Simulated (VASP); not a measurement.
Here is a VASP 6.6.1 calculation.

Contents of INCAR:

```
PREC = Accurate ; ENCUT = 600
EDIFF = 1E-7 ; ISMEAR = -1
SIGMA = 0.05 ; LREAL = F
LASPH = T ; NELM = 80
ALGO = Normal ; ISIF = 3
LWAVE = F ; LCHARG = F
GGA = PE ; IBRION = 2
NSW = 60 ; EDIFFG = -0.005
PSTRESS = 540.0
```

KPOINTS

```
regular mesh
0
Gamma
  19 19 19
```

File POSCAR:

```
Zn
1.0
    0.0000000000      1.7594507733      1.7594507733
    1.7594507733      0.0000000000      1.7594507733
    1.7594507733      1.7594507733      0.0000000000
Zn
1
Direct
    0.0000000000      0.0000000000      0.0000000000
```

Potentials or basis: VASP PAW PBE potentials, release 64 (Zn).

Launch:

```bash
$ cat potpaw_PBE.64/Zn/POTCAR > POTCAR
$ mpirun -np 1 vasp_std > vasp.out
```

**Question.** What does it give for the relaxed volume?

**Answer.** 10.92 Å³/atom.

**Question.** Predict the band gap on the k mesh.

**Answer.** Zero (band 6 reaches 8.07 eV, above the bottom of band 7 at 5.26 eV).

**Question.** What does it give for the space group after relaxing (to 0.05 Å)?

**Answer.** Fm-3m (No. 225).

**Question.** What does it give for the relaxed cell?

**Answer.** a = 2.490 Å, b = 2.490 Å, c = 2.490 Å, α = 60.00°, β = 60.00°, γ = 60.00°.

The path:
```csv
step,energy change (eV),largest force (eV/Å),pressure (GPa),volume (Å³)
1,0.0000,0.0000,54.79,10.89
2,-0.0283,0.0000,52.47,10.98
3,-0.0092,0.0000,54.03,10.92
```

Caveat: the cell is relaxed towards a set pressure, so the enthalpy falls and the energy may rise.
